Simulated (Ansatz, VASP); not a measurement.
## As in VASP and in Ansatz

INCAR

```
ALGO = Normal
EDIFF = 1E-6
ENCUT = 500
GGA = CA
GGA_COMPAT = False
ISIF = 2
ISMEAR = 1
LASPH = True
LCHARG = True
LELF = True
LREAL = False
LVHAR = True
LWAVE = False
NBANDS = 12
NELM = 120
PREC = Accurate
SIGMA = 0.2
```

Contents of KPOINTS:

```
k-points
0
Gamma
  10 10 10
```

File POSCAR:

```
As
1.0
    1.8799878575      1.0854114956      3.3276505507
   -1.8799878575      1.0854114956      3.3276505507
    0.0000000000     -2.1708229912      3.3276505507
As
2
Direct
    0.7695128170      0.7695128170      0.7695128170
    0.2304871830      0.2304871830      0.2304871830
```

Input for Ansatz:

```yaml
crystal:
  lattice:
    - [1.8799878575, 1.0854114956, 3.3276505507]
    - [-1.8799878575, 1.0854114956, 3.3276505507]
    - [0.0, -2.1708229912, 3.3276505507]
  atoms:
    - { symbol: As, position: [0.769512817, 0.769512817, 0.769512817] }
    - { symbol: As, position: [0.230487183, 0.230487183, 0.230487183] }
hamiltonian:
  xc: lda
  pseudopotentials:
    kind: paw
    azcp:
      As: "pseudopotentials/As.paw.azcp"
basis:
  ecutwfc: 420
  fft_grid_basis: typed
kpoints:
  mp_grid: { grid: [10, 10, 10], shift: [0, 0, 0] }
magnetization:
  spin_polarized: false
scf:
  occupations: { method: methfessel_paxton, width: 0.2 }
  lower_state_search: "off"
output:
  stress: true
```

Alike in both runs: task single point; functional LDA; k mesh 10 × 10 × 10; occupations methfessel-paxton of order 1, width 0.2 eV; no spin polarisation.

|  | VASP | Ansatz |
| --- | --- | --- |
| version | VASP 6.6.1 | Ansatz 0.2.0 |
| potentials or method | VASP PAW LDA potentials, release 64 (As), cutoff 500 eV | plane waves (420 eV) with PAW, scalar-relativistic |
| valence electrons in the cell | 10 | 30 |

Ansatz gave:

- pressure (GPa): 0.0
- traceless stress, the component that is largest in VASP (GPa): -0.08

Task: Which values does VASP return?

Result: Pressure (GPa): 0.5; traceless stress, the component that is largest in VASP (GPa): -0.20.

Ansatz warns that its potentials were made for another functional, while VASP's fit it. LDA's correlation is that of Perdew and Zunger in VASP and of Perdew and Wang (1992) in Ansatz. VASP's potentials hold 10 valence electrons a cell and Ansatz's 30, so a difference there can come from the potentials and not from the codes.
